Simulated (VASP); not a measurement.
# CoCl3 (I4/mmm) in VASP: single point with PBE

Aim: the single point of CoCl3 with PBE.

All numbers are computed with VASP 6.6.1; they aren't measurements. Logs are shortened: lines on timing, memory, paths and dates and some standing lists are left out, and cuts for length are marked.

**1. The cell of the first run**

It takes space group I4/mmm (No. 139, tetragonal). The conventional cell has a = 4.289 Å, b = 4.289 Å, c = 9.580 Å, α = 90.00°, β = 90.00°, γ = 90.00°. Co (site symmetry 4/mmm) has 12 Cl at 3.03 to 3.21 Å within 4.0 Å. Cl (site symmetry 4/mmm) has 4 Co at 3.03 Å and 8 Cl at 3.21 Å within 4.0 Å. Within 4.0 Å of Cl (site symmetry -4m2) lie 8 Cl at 3.03 to 3.21 Å and 4 Co at 3.21 Å.

**2. Single point, PBE, collinear spin, ferromagnetic start**

INCAR reads:

```
PREC = Accurate
ENCUT = 520
EDIFF = 1E-7
ISMEAR = 0
SIGMA = 0.1
LREAL = False
LASPH = True
NELM = 150
ALGO = Normal
ISIF = 2
LWAVE = False
LCHARG = True
ISPIN = 2
MAGMOM = 3 0 0 0
LORBIT = 11
LMAXMIX = 4
GGA = PE
LELF = True
LVHAR = True
NBANDS = 27
```

KPOINTS reads:

```
Automatic mesh
0
Gamma
  6 6 6
```

POSCAR reads:

```
CoCl3
1.0
   -2.1442994818      2.1442994818      4.7898637774
    2.1442994818     -2.1442994818      4.7898637774
    2.1442994818      2.1442994818     -4.7898637774
Co Cl
1 3
Direct
    0.0000000000      0.0000000000      0.0000000000
    0.5000000000      0.5000000000      0.0000000000
    0.2500000000      0.7500000000      0.5000000000
    0.7500000000      0.2500000000      0.5000000000
```

Potentials or basis: VASP PAW PBE potentials, release 64 (Co, Cl).

Started as:

```sh
$ cat potpaw_PBE.64/Co/POTCAR potpaw_PBE.64/Cl/POTCAR > POTCAR
$ mpirun -np 1 vasp_std > vasp.out
```

OUTCAR:

```text
PREC = Accurate
   ENCUT = 520
   EDIFF = 1E-7
   ISMEAR = 0
   LREAL = False
   LASPH = True
   NELM = 150
   ISIF = 2
   ISPIN = 2
   LORBIT = 11
   GGA = PE

 ion  position               nearest neighbor table
   1  0.000  0.000  0.000-
   2  0.500  0.500  0.000-
   3  0.250  0.750  0.500-
   4  0.750  0.250  0.500-

  LATTYP: Found a body centered tetragonal cell.
 ALAT       =     4.2885989636
 C/A-ratio  =     2.2337662337

  Lattice vectors:

 A1 = (  -2.1442994818,   2.1442994818,   4.7898637774)
 A2 = (   2.1442994818,  -2.1442994818,   4.7898637774)
 A3 = (   2.1442994818,   2.1442994818,  -4.7898637774)

Analysis of symmetry for initial positions (statically):
=====================================================================
 Subroutine PRICEL returns:
 Original cell was already a primitive cell.

 Routine SETGRP: Setting up the symmetry group for a
 body centered tetragonal supercell.

 Subroutine GETGRP returns: Found 16 space group operations
 (whereof 16 operations were pure point group operations)
 out of a pool of 16 trial point group operations.

The static configuration has the point symmetry D_4h.

Analysis of symmetry for dynamics (positions and initial velocities):
=====================================================================
 Subroutine PRICEL returns:
 Original cell was already a primitive cell.

 Routine SETGRP: Setting up the symmetry group for a
 body centered tetragonal supercell.

 Subroutine GETGRP returns: Found 16 space group operations
 (whereof 16 operations were pure point group operations)
 out of a pool of 16 trial point group operations.

The dynamic configuration has the point symmetry D_4h.

Analysis of structural, dynamic, and magnetic symmetry:
=====================================================================
 Subroutine PRICEL returns:
 Original cell was already a primitive cell.

 Routine SETGRP: Setting up the symmetry group for a
 body centered tetragonal supercell.

 Subroutine GETGRP returns: Found 16 space group operations
 (whereof 16 operations were pure point group operations)
 out of a pool of 16 trial point group operations.

The overall configuration has the point symmetry D_4h.

 Subroutine INISYM returns: Found 16 space group operations
 (whereof 16 operations are pure point group operations),
 and found     1 'primitive' translations

----------------------------------------------------------------------------------------

                                     Primitive cell

  volume of cell :      88.0956

  direct lattice vectors                    reciprocal lattice vectors
    -2.144299482  2.144299482  4.789863777     0.000000000  0.233176384  0.104387102
     2.144299482 -2.144299482  4.789863777     0.233176384  0.000000000  0.104387102
     2.144299482  2.144299482 -4.789863777     0.233176384  0.233176384  0.000000000

  length of vectors
     5.669112412  5.669112412  5.669112412     0.255475817  0.255475817  0.329761205

  position of ions in fractional coordinates (direct lattice)
     0.000000000  0.000000000  0.000000000
     0.500000000  0.500000000  0.000000000
     0.250000000  0.750000000  0.500000000
     0.750000000  0.250000000  0.500000000

  ion indices of the primitive-cell ions
   primitive index   ion index
                 1           1
                 2           2
                 3           3
                 4           4

----------------------------------------------------------------------------------------

 KPOINTS: Automatic mesh

Automatic generation of k-mesh.
 Grid dimensions read from file:
 generate k-points for:    6    6    6

 Generating k-lattice:

  Cartesian coordinates                     Fractional coordinates (reciprocal lattice)
     0.000000000  0.038862731  0.017397850     0.166666667 -0.000000000  0.000000000
     0.038862731  0.000000000  0.017397850    -0.000000000  0.166666667  0.000000000
     0.038862731  0.038862731  0.000000000     0.000000000  0.000000000  0.166666667

  Length of vectors
     0.042579303  0.042579303  0.054960201

  Shift w.r.t. Gamma in fractional coordinates (k-lattice)
     0.000000000  0.000000000  0.000000000

 Subroutine IBZKPT returns following result:
 ===========================================

 Found     30 irreducible k-points:

 Following reciprocal coordinates:
            Coordinates               Weight
  0.000000  0.000000  0.000000      1.000000
  0.166667  0.000000  0.000000      8.000000
  0.333333  0.000000 -0.000000      8.000000
  0.500000  0.000000 -0.000000      4.000000
  0.166667  0.166667  0.000000      8.000000
  0.333333  0.166667  0.000000     16.000000
[... 16 lines left out ...]
 -0.333333 -0.333333  0.166667      8.000000
 -0.166667 -0.333333  0.166667      8.000000
 [... further k-points ...]
   k-points           NKPTS =     30   k-points in BZ     NKDIM =     30   number of bands    NBANDS=     27
   number of dos      NEDOS =    301   number of ions     NIONS =      4
   total plane-waves  NPLWV =  74088
   dimension x,y,z NGX =    42 NGY =   42 NGZ =   42
   dimension x,y,z NGXF=    84 NGYF=   84 NGZF=   84
   ions per type =               1   3
   NGX,Y,Z   is equivalent  to a cutoff of  12.32, 12.32, 12.32 a.u.
   NGXF,Y,Z  is equivalent  to a cutoff of  24.63, 24.63, 24.63 a.u.
 SYSTEM =  unknown system
   PREC   = accura    normal or accurate (medium, high low for compatibility)
   ISTART =      0    job   : 0-new  1-cont  2-samecut
   ICHARG =      2    charge: 1-file 2-atom 10-const
   ISPIN  =      2    spin polarized calculation?
   LNONCOLLINEAR =      F non collinear calculations
   LSORBIT =      F    spin-orbit coupling
   LASPH  =      T    aspherical Exc in radial PAW
   ENCUT  =  520.0 eV  38.22 Ry    6.18 a.u.  10.54 10.54 10.54*2*pi/ulx,y,z
   NELM   =    150;   NELMIN=  2; NELMDL= -5     # of ELM steps
   EDIFF  = 0.1E-06   stopping-criterion for ELM
   LREAL  =      F    real-space projection
   EDIFFG = 0.1E-05   stopping-criterion for IOM
   NSW    =      0    number of steps for IOM
   IBRION =     -1    ionic relax: 0-MD 1-quasi-New 2-CG
   NFREE  =      0    steps in history (QN), initial steepest desc. (CG)
   ISIF   =      2    stress and relaxation
   ISYM   =      2    0-nonsym 1-usesym 2-fastsym
   POTIM  = 0.5000    time-step for ionic-motion
   TEBEG  =    0.0;   TEEND  =   0.0 temperature during run
   PSTRESS=    0.0 pullay stress
   NELECT =      30.0000    total number of electrons
   NUPDOWN=      -1.0000    fix difference up-down
   EMIN   =  10.00;   EMAX   =-10.00  energy-range for DOS
   EFERMI =   0.00;   METHOD = LEGACY
   ISMEAR =     0;   SIGMA  =   0.10  broadening in eV -4-tet -1-fermi 0-gaus
   EFERMI_NEDOS =   21; number of points for ismear=-14 and -15
   IALGO  =     38    algorithm
   IMIX   =      4    mixing-type and parameters
     AMIX     =   0.40;   BMIX     =  1.00
     AMIX_MAG =   1.60;   BMIX_MAG =  1.00
  volume/ion in A,a.u.               =      22.02       148.62
  Fermi-wavevector in a.u.,A,eV,Ry     =   1.143222  2.160376 17.782223  1.306957
  Thomas-Fermi vector in A             =   2.279918
   LORBIT       =     11    0 simple, 1 ext, 2 COOP (PROOUT), +10 PAW based schemes
   GGA     = PE    functional components
   LHFCALC =     F    Hartree Fock is set to
   AEXX    =    0.0000 exact exchange contribution
   IVDW    =     0    specifies the selected vdW correction
   LEPSILON=     F    determine dielectric tensor
   LRPA    =     F    only Hartree local field effects (RPA)
 spin polarized calculation
 Gauss-broadening in eV      SIGMA  =   0.10
  energy-cutoff  :      520.00
  volume of cell :       88.10
 maximum number of plane-waves:      2393
   NGX = 21   NGY = 21   NGZ = 21

 number of electron      30.0000002 magnetization       3.8394139

 Free energy of the ion-electron system (eV)
  ---------------------------------------------------
  ext. energy  EPLUGINS =         0.00000000
  ---------------------------------------------------
  free energy    TOTEN  =       -10.02378137 eV

  energy without entropy =      -10.00506403  energy(sigma->0) =      -10.01442270

 E-fermi :   2.2442     XC(G=0):  -9.3741

 val. band max:        2.2398080069   @ k =   0.0000   0.0000   0.0000
 cond. band min:       2.2582300063   @ k =  -0.1667   0.3333   0.1667
 fundamental gap:      0.0184219994
 Fermi energy:         2.2442309113

 spin component 1

 k-point     1 :       0.0000    0.0000    0.0000
  band No.  band energies     occupation
      1     -12.8703      1.00000
      2     -11.2210      1.00000
      3     -11.0758      1.00000
      4      -1.6903      1.00000
      5      -1.4607      1.00000
      6      -1.4607      1.00000
[... 19 lines left out ...]
     26      15.2418      0.00000
     27      15.2418      0.00000
[... 661 lines left out ...]
 k-point    24 :      -0.1667   -0.3333    0.1667
  band No.  band energies     occupation
      1     -12.6425      1.00000
      2     -11.4112      1.00000
      3     -11.1870      1.00000
      4      -1.5822      1.00000
      5      -1.4102      1.00000
      6      -1.4018      1.00000
[... 19 lines left out ...]
     26      13.6315      0.00000
     27      14.5355      0.00000

 [... further k-points ...]

 spin component 2

 k-point     1 :       0.0000    0.0000    0.0000
  band No.  band energies     occupation
      1     -12.4237      1.00000
      2     -10.8800      1.00000
      3     -10.5050      1.00000
      4      -1.4025      1.00000
      5      -0.5905      1.00000
      6      -0.5905      1.00000
[... 19 lines left out ...]
     26      15.4728      0.00000
     27      15.4728      0.00000
[... 661 lines left out ...]
 k-point    24 :      -0.1667   -0.3333    0.1667
  band No.  band energies     occupation
      1     -12.1745      1.00000
      2     -11.0896      1.00000
      3     -10.6233      1.00000
      4      -1.2637      1.00000
      5      -0.7778      1.00000
      6      -0.7337      1.00000
[... 19 lines left out ...]
     26      13.9968      0.00000
     27      14.8966      0.00000

 [... further k-points ...]
[... 5 lines left out ...]
  --------------------------------------------------------------------------------------
  -------------------------------------------------------------------------------------
  Total       -2.5835487     -2.5835487     -0.9702678      0.0000000      0.0000000      0.0000000
  in kB      -46.9865109    -46.9865109    -17.6460765      0.0000000      0.0000000      0.0000000
  external PRESSURE =     -37.2063661 kB  Pullay stress =       0.0000000 kB

 VOLUME and BASIS-vectors are now :
 -----------------------------------------------------------------------------
  energy-cutoff  :      520.00
  volume of cell :       88.10
      direct lattice vectors                 reciprocal lattice vectors
    -2.144299482  2.144299482  4.789863777     0.000000000  0.233176384  0.104387102
     2.144299482 -2.144299482  4.789863777     0.233176384  0.000000000  0.104387102
     2.144299482  2.144299482 -4.789863777     0.233176384  0.233176384  0.000000000

 POSITION                                       TOTAL-FORCE (eV/Angst)
 -----------------------------------------------------------------------------------
      0.00000      0.00000      0.00000         0.000000      0.000000     -0.000000
      0.00000      0.00000      4.78986         0.000000      0.000000     -0.000000
      2.14430      0.00000      2.39493        -0.000000      0.000000      0.000000
      0.00000      2.14430      2.39493         0.000000     -0.000000     -0.000000
 -----------------------------------------------------------------------------------
    total drift:                               -0.000000     -0.000000      0.000000

  FREE ENERGIE OF THE ION-ELECTRON SYSTEM (eV)
  ---------------------------------------------------
  free  energy   TOTEN  =       -10.0237813677 eV

  energy  without entropy=      -10.0050640347  energy(sigma->0) =      -10.01442270

 total charge

# of ion       s       p       d       tot
------------------------------------------
    1        0.151   0.081   7.070   7.303
    2        1.616   3.424   0.000   5.039
    3        1.629   3.352   0.000   4.980
    4        1.629   3.352   0.000   4.980
--------------------------------------------------
tot          5.024  10.208   7.070  22.303

 magnetization (x)

# of ion       s       p       d       tot
------------------------------------------
    1        0.011   0.004   2.487   2.502
    2        0.005   0.201   0.000   0.206
    3        0.010   0.420   0.000   0.430
    4        0.010   0.420   0.000   0.430
--------------------------------------------------
tot          0.037   1.045   2.487   3.569
```

It took 6.2 min on 1 thread of Intel Xeon Platinum 8259CL at 2.50GHz (Skylake/Cascade Lake), shared host; peak memory 0.37 GiB.

What came out:

| Item | Value |
| --- | --- |
| Free energy | -10.0238 eV |
| Pressure | -3.7 GPa |
| Net moment | 3.84 μB per cell |
| Site moments | Co +2.50; Cl +0.21, +0.43 (each value once) μB |
| Valence electrons inside the program's atomic spheres | Co 7.30; Cl 5.04, 4.98 (each value once) |

Caveat: the cell stands under tension; a cell with one magnetic atom can't hold antiferromagnetic order, which such compounds often take; semilocal functionals often make such compounds metallic where correlation or magnetic order opens a gap, which also shifts bond lengths. With open d or f shells a metallic result of PBE can be an artefact of self-interaction; +U or a hybrid may open a gap.
